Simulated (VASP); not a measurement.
# SiO2 (P4_2/mnm) in VASP: single point with r2SCAN

Aim: the single point of SiO2 with r2SCAN.

Program: VASP 6.6.1. These are calculated values, not measurements. Logs are shortened: lines on timing, memory, paths and dates and some standing lists are left out, and cuts for length are marked.

**1. The cell of the first run**

The structure is tetragonal, space group P4_2/mnm (No. 136). Conventional cell: a = 4.214 Å, b = 4.214 Å, c = 2.689 Å, α = 90.00°, β = 90.00°, γ = 90.00°. Si (site symmetry mmm) has 6 O at 1.77 to 1.82 Å within 2.4 Å. Within 2.4 Å of O (site symmetry m2m) lie 3 Si at 1.77 to 1.82 Å and 1 O at 2.31 Å.

**2. Single point, r2SCAN**

File POSCAR:

```
SiO2
1.0
    4.2143987500      0.0000000000      0.0000000000
    0.0000000000      4.2143987500      0.0000000000
    0.0000000000      0.0000000000      2.6890398900
Si O
2 4
Direct
    0.0000000000      0.0000000000      0.0000000000
    0.5000000000      0.5000000000      0.5000000000
    0.3061300000      0.3061300000      0.0000000000
    0.1938700000      0.8061300000      0.5000000000
    0.6938700000      0.6938700000      0.0000000000
    0.8061300000      0.1938700000      0.5000000000
```

File INCAR.step1:

```
SYSTEM = SiO2
ALGO = Normal ; EDIFF = 1E-4
ENCUT = 520 ; GGA = PE
ISMEAR = 0 ; LASPH = .True.
LCHARG = .False. ; LREAL = .False.
LWAVE = .True. ; NBANDS = 25
NELM = 60 ; PREC = Accurate
SIGMA = 0.1876
```

File INCAR.step2:

```
SYSTEM = SiO2
ALGO = Normal ; EDIFF = 1E-6
ENCUT = 520 ; ISIF = 2
ISMEAR = 0 ; ISTART = 1
LASPH = .True. ; LCHARG = .False.
LMIXTAU = .True. ; LREAL = .False.
LWAVE = .False. ; METAGGA = R2SCAN
NBANDS = 25 ; NELM = 60
PREC = Accurate ; SIGMA = 0.1876
```

File KPOINTS:

```
k-points
0
Gamma
  6 6 9
  0 0 0
```

Potentials or basis: VASP PAW PBE potentials, release 64 (Si, O).

Run with:

```
cat potpaw_PBE.64/Si/POTCAR potpaw_PBE.64/O/POTCAR > POTCAR
cp INCAR.step1 INCAR
mpirun -np 1 vasp_std > vasp.out
cp INCAR.step2 INCAR
mpirun -np 1 vasp_std > vasp.out
```

OUTCAR:

```text
SYSTEM = SiO2
   EDIFF = 1E-6
   ENCUT = 520
   ISIF = 2
   ISMEAR = 0
   ISTART = 1
   LASPH = .True.
   LREAL = .False.
   METAGGA = R2SCAN
   NELM = 60
   PREC = Accurate

 ion  position               nearest neighbor table
   1  0.000  0.000  0.000-   4 1.77   6 1.77   4 1.77   6 1.77   5 1.82   3 1.82
   2  0.500  0.500  0.500-   3 1.77   5 1.77   3 1.77   5 1.77   4 1.82   6 1.82
   3  0.306  0.306  0.000-   2 1.77   2 1.77   1 1.82
   4  0.194  0.806  0.500-   1 1.77   1 1.77   2 1.82
   5  0.694  0.694  0.000-   2 1.77   2 1.77   1 1.82
   6  0.806  0.194  0.500-   1 1.77   1 1.77   2 1.82

  LATTYP: Found a simple tetragonal cell.
 ALAT       =     4.2143987500
 C/A-ratio  =     0.6380601480

  Lattice vectors:

 A1 = (   4.2143987500,   0.0000000000,   0.0000000000)
 A2 = (   0.0000000000,   4.2143987500,   0.0000000000)
 A3 = (   0.0000000000,   0.0000000000,   2.6890398900)

Analysis of symmetry for initial positions (statically):
=====================================================================
 Subroutine PRICEL returns:
 Original cell was already a primitive cell.

 Routine SETGRP: Setting up the symmetry group for a
 simple tetragonal supercell.

 Subroutine GETGRP returns: Found 16 space group operations
 (whereof  8 operations were pure point group operations)
 out of a pool of 16 trial point group operations.

The static configuration has the point symmetry D_2h.
 The point group associated with its full space group is D_4h.

Analysis of symmetry for dynamics (positions and initial velocities):
=====================================================================
 Subroutine PRICEL returns:
 Original cell was already a primitive cell.

 Routine SETGRP: Setting up the symmetry group for a
 simple tetragonal supercell.

 Subroutine GETGRP returns: Found 16 space group operations
 (whereof  8 operations were pure point group operations)
 out of a pool of 16 trial point group operations.

The dynamic configuration has the point symmetry D_2h.
 The point group associated with its full space group is D_4h.

 Subroutine INISYM returns: Found 16 space group operations
 (whereof  8 operations are pure point group operations),
 and found     1 'primitive' translations

----------------------------------------------------------------------------------------

                                     Primitive cell

  volume of cell :      47.7605

  direct lattice vectors                    reciprocal lattice vectors
     4.214398750  0.000000000  0.000000000     0.237281771  0.000000000  0.000000000
     0.000000000  4.214398750  0.000000000     0.000000000  0.237281771  0.000000000
     0.000000000  0.000000000  2.689039890     0.000000000  0.000000000  0.371879943

  length of vectors
     4.214398750  4.214398750  2.689039890     0.237281771  0.237281771  0.371879943

  position of ions in fractional coordinates (direct lattice)
     0.000000000  0.000000000  0.000000000
     0.500000000  0.500000000  0.500000000
     0.306130000  0.306130000  0.000000000
     0.193870000  0.806130000  0.500000000
     0.693870000  0.693870000  0.000000000
     0.806130000  0.193870000  0.500000000

  ion indices of the primitive-cell ions
   primitive index   ion index
                 1           1
                 2           2
                 3           3
                 4           4
                 5           5
                 6           6

----------------------------------------------------------------------------------------

 KPOINTS: k-points

Automatic generation of k-mesh.
 Grid dimensions read from file:
 generate k-points for:    6    6    9

 Generating k-lattice:

  Cartesian coordinates                     Fractional coordinates (reciprocal lattice)
     0.039546962  0.000000000  0.000000000     0.166666667  0.000000000  0.000000000
     0.000000000  0.039546962  0.000000000     0.000000000  0.166666667  0.000000000
     0.000000000  0.000000000  0.041319994     0.000000000  0.000000000  0.111111111

  Length of vectors
     0.039546962  0.039546962  0.041319994

  Shift w.r.t. Gamma in fractional coordinates (k-lattice)
     0.000000000  0.000000000  0.000000000

 Subroutine IBZKPT returns following result:
 ===========================================

 Found     50 irreducible k-points:

 Following reciprocal coordinates:
            Coordinates               Weight
  0.000000  0.000000  0.000000      1.000000
  0.166667  0.000000  0.000000      4.000000
  0.333333  0.000000  0.000000      4.000000
  0.500000  0.000000  0.000000      2.000000
  0.166667  0.166667  0.000000      4.000000
  0.333333  0.166667  0.000000      8.000000
[... 16 lines left out ...]
  0.333333  0.000000  0.222222      8.000000
  0.500000  0.000000  0.222222      4.000000
 [... further k-points ...]
   k-points           NKPTS =     50   k-points in BZ     NKDIM =     50   number of bands    NBANDS=     25
   number of dos      NEDOS =    301   number of ions     NIONS =      6
   total plane-waves  NPLWV =  20480
   dimension x,y,z NGX =    32 NGY =   32 NGZ =   20
   dimension x,y,z NGXF=    64 NGYF=   64 NGZF=   40
   ions per type =               2   4
   NGX,Y,Z   is equivalent  to a cutoff of  12.62, 12.62, 12.36 a.u.
   NGXF,Y,Z  is equivalent  to a cutoff of  25.25, 25.25, 24.73 a.u.
 SYSTEM =  SiO2
   PREC   = accura    normal or accurate (medium, high low for compatibility)
   ISTART =      1    job   : 0-new  1-cont  2-samecut
   ICHARG =      0    charge: 1-file 2-atom 10-const
   ISPIN  =      1    spin polarized calculation?
   LNONCOLLINEAR =      F non collinear calculations
   LSORBIT =      F    spin-orbit coupling
   LASPH  =      T    aspherical Exc in radial PAW
   ENCUT  =  520.0 eV  38.22 Ry    6.18 a.u.   7.84  7.84  5.00*2*pi/ulx,y,z
   NELM   =     60;   NELMIN=  2; NELMDL=  0     # of ELM steps
   EDIFF  = 0.1E-05   stopping-criterion for ELM
   LREAL  =      F    real-space projection
   EDIFFG = 0.1E-04   stopping-criterion for IOM
   NSW    =      0    number of steps for IOM
   IBRION =     -1    ionic relax: 0-MD 1-quasi-New 2-CG
   NFREE  =      0    steps in history (QN), initial steepest desc. (CG)
   ISIF   =      2    stress and relaxation
   ISYM   =      2    0-nonsym 1-usesym 2-fastsym
   POTIM  = 0.5000    time-step for ionic-motion
   TEBEG  =    0.0;   TEEND  =   0.0 temperature during run
   PSTRESS=    0.0 pullay stress
   NELECT =      32.0000    total number of electrons
   NUPDOWN=      -1.0000    fix difference up-down
   EMIN   =  10.00;   EMAX   =-10.00  energy-range for DOS
   EFERMI =   0.00;   METHOD = LEGACY
   ISMEAR =     0;   SIGMA  =   0.19  broadening in eV -4-tet -1-fermi 0-gaus
   EFERMI_NEDOS =   21; number of points for ismear=-14 and -15
   IALGO  =     38    algorithm
   IMIX   =      4    mixing-type and parameters
     AMIX     =   0.40;   BMIX     =  1.00
     AMIX_MAG =   1.60;   BMIX_MAG =  1.00
  volume/ion in A,a.u.               =       7.96        53.72
  Fermi-wavevector in a.u.,A,eV,Ry     =   1.432524  2.707078 27.920867  2.052126
  Thomas-Fermi vector in A             =   2.552142
   LORBIT       =      0    0 simple, 1 ext, 2 COOP (PROOUT), +10 PAW based schemes
   METAGGA = R2SCAN    functional components
   LHFCALC =     F    Hartree Fock is set to
   AEXX    =    0.0000 exact exchange contribution
   IVDW    =     0    specifies the selected vdW correction
   LEPSILON=     F    determine dielectric tensor
   LRPA    =     F    only Hartree local field effects (RPA)
 non-spin polarized calculation
 Gauss-broadening in eV      SIGMA  =   0.19
  energy-cutoff  :      520.00
  volume of cell :       47.76
 maximum number of plane-waves:      1304
 NGX is ok and might be reduce to    32
   NGX = 15   NGY = 15   NGZ =  9

 number of electron      31.9999984 magnetization

 Free energy of the ion-electron system (eV)
  ---------------------------------------------------
  ext. energy  EPLUGINS =         0.00000000
  ---------------------------------------------------
  free energy    TOTEN  =       -58.76819183 eV

  energy without entropy =      -58.76819183  energy(sigma->0) =      -58.76819183

 E-fermi :   8.3631     XC(G=0): -12.7518

 val. band max:        7.4963248435   @ k =   0.0000   0.0000   0.0000
 cond. band min:      13.6074745434   @ k =   0.0000   0.0000   0.0000
 fundamental gap:      6.1111496999
 Fermi energy:         8.3631449827

 k-point     1 :       0.0000    0.0000    0.0000
  band No.  band energies     occupation
      1     -15.8083      2.00000
      2     -12.3328      2.00000
      3     -12.3328      2.00000
      4     -12.0815      2.00000
      5      -3.3992      2.00000
      6       1.1164      2.00000
[... 17 lines left out ...]
     24      22.6996      0.00000
     25      24.2982      0.00000

 k-point     2 :       0.1667    0.0000    0.0000
  band No.  band energies     occupation
      1     -15.6656      2.00000
      2     -12.9399      2.00000
      3     -12.2631      2.00000
      4     -11.7708      2.00000
      5      -3.1893      2.00000
      6       0.3728      2.00000
[... 17 lines left out ...]
     24      22.1095      0.00000
     25      24.0635      0.00000

 k-point     3 :       0.3333    0.0000    0.0000
  band No.  band energies     occupation
      1     -15.2496      2.00000
      2     -13.7863      2.00000
      3     -12.0774      2.00000
      4     -11.6933      2.00000
      5      -2.6203      2.00000
      6      -0.7546      2.00000
[... 17 lines left out ...]
     24      22.3013      0.00000
     25      23.3354      0.00000

 k-point     4 :       0.5000    0.0000    0.0000
  band No.  band energies     occupation
      1     -14.5984      2.00000
      2     -14.5984      2.00000
      3     -11.8463      2.00000
      4     -11.8463      2.00000
      5      -1.7874      2.00000
      6      -1.7874      2.00000
[... 17 lines left out ...]
     24      21.9832      0.00000
     25      23.4519      0.00000

 k-point     5 :       0.1667    0.1667    0.0000
  band No.  band energies     occupation
      1     -15.5270      2.00000
      2     -13.1154      2.00000
      3     -12.4166      2.00000
      4     -11.6858      2.00000
      5      -2.9594      2.00000
      6       0.2616      2.00000
[... 17 lines left out ...]
     24      21.9379      0.00000
     25      23.9811      0.00000

 k-point     6 :       0.3333    0.1667    0.0000
  band No.  band energies     occupation
      1     -15.1239      2.00000
      2     -13.7558      2.00000
      3     -12.3068      2.00000
      4     -11.7639      2.00000
      5      -2.3512      2.00000
      6      -0.5464      2.00000
[... 17 lines left out ...]
     24      22.1187      0.00000
     25      23.4986      0.00000
[... 393 lines left out ...]
 k-point    21 :       0.0000    0.0000    0.2222
  band No.  band energies     occupation
      1     -15.1834      2.00000
      2     -12.0940      2.00000
      3     -12.0421      2.00000
      4     -12.0421      2.00000
      5      -3.1613      2.00000
      6       0.9020      2.00000
[... 17 lines left out ...]
     24      22.4892      0.00000
     25      22.8594      0.00000

 k-point    22 :       0.1667    0.0000    0.2222
  band No.  band energies     occupation
      1     -15.0515      2.00000
      2     -12.6433      2.00000
      3     -11.9940      2.00000
      4     -11.7377      2.00000
      5      -2.8977      2.00000
      6       0.4283      2.00000
[... 17 lines left out ...]
     24      22.2121      0.00000
     25      22.5576      0.00000

 k-point    23 :       0.3333    0.0000    0.2222
  band No.  band energies     occupation
      1     -14.6692      2.00000
      2     -13.3624      2.00000
      3     -11.8698      2.00000
      4     -11.6501      2.00000
      5      -2.2084      2.00000
      6      -0.3489      2.00000
[... 17 lines left out ...]
     24      21.3112      0.00000
     25      22.5374      0.00000

 k-point    24 :       0.5000    0.0000    0.2222
  band No.  band energies     occupation
      1     -14.0793      2.00000
      2     -14.0793      2.00000
      3     -11.7266      2.00000
      4     -11.7266      2.00000
      5      -1.3033      2.00000
      6      -1.3033      2.00000
[... 17 lines left out ...]
     24      21.1877      0.00000
     25      22.3864      0.00000

 [... further k-points ...]

------------------------ aborting loop because EDIFF is reached ----------------------------------------

  FORCE on cell =-STRESS in cart. coord.  units (eV):
  Direction    XX          YY          ZZ          XY          YZ          ZX
  --------------------------------------------------------------------------------------
  -------------------------------------------------------------------------------------
  Total       -1.8692527     -1.8692527     -2.1521242      0.0000000      0.0000000      0.0000000
  in kB      -62.7061465    -62.7061465    -72.1953816      0.0000000      0.0000000      0.0000000
  external PRESSURE =     -65.8692249 kB  Pullay stress =       0.0000000 kB

 VOLUME and BASIS-vectors are now :
 -----------------------------------------------------------------------------
  energy-cutoff  :      520.00
  volume of cell :       47.76
      direct lattice vectors                 reciprocal lattice vectors
     4.214398750  0.000000000  0.000000000     0.237281771  0.000000000  0.000000000
     0.000000000  4.214398750  0.000000000     0.000000000  0.237281771  0.000000000
     0.000000000  0.000000000  2.689039890     0.000000000  0.000000000  0.371879943

 POSITION                                       TOTAL-FORCE (eV/Angst)
 -----------------------------------------------------------------------------------
      0.00000      0.00000      0.00000         0.000000     -0.000000      0.000000
      2.10720      2.10720      1.34452         0.000000     -0.000000      0.000000
      1.29015      1.29015      0.00000         0.082129      0.082129      0.000000
      0.81705      3.39735      1.34452        -0.082129      0.082129      0.000000
      2.92424      2.92424      0.00000        -0.082129     -0.082129     -0.000000
      3.39735      0.81705      1.34452         0.082129     -0.082129     -0.000000
 -----------------------------------------------------------------------------------
    total drift:                                0.000000     -0.000000      0.000000

  FREE ENERGIE OF THE ION-ELECTRON SYSTEM (eV)
  ---------------------------------------------------
  free  energy   TOTEN  =       -58.7681918328 eV

  energy  without entropy=      -58.7681918328  energy(sigma->0) =      -58.76819183
```

It used 220 s of CPU time on 1 thread of AMD EPYC 7R13 Processor (Zen 3), on a shared host.

What came out:

| Item | Value |
| --- | --- |
| Free energy | -58.7682 eV |
| Pressure | -6.6 GPa |
| Largest force | 0.116 eV/Å |
| Band gap on the k mesh | 6.11 eV, direct |

Forces in eV/Å, atoms in the order of the input:
```
Si   0.000  0.000  0.000
Si   0.000  0.000  0.000
O    0.082  0.082  0.000
O   -0.082  0.082  0.000
O   -0.082 -0.082  0.000
O    0.082 -0.082  0.000
```

Levels at points of the mesh, in eV from the valence-band top:
| k point | band 14 | band 15 | band 16 | band 17 | band 18 | band 19 |
| --- | --- | --- | --- | --- | --- | --- |
| (0.00, 0.00, 0.00) | -0.87 | -0.87 | 0.00 | 6.11 | 7.53 | 9.27 |
| (0.50, 0.00, 0.00) | -2.67 | -1.05 | -1.05 | 8.39 | 8.39 | 9.87 |
| (0.50, 0.50, 0.00) | -2.63 | -2.25 | -2.25 | 8.12 | 8.12 | 10.83 |

Caveat: the PAW data sets were made with another functional, which shifts forces and pressure a little. r2SCAN opens gaps a little over a GGA but as a rule still falls short of measured ones.
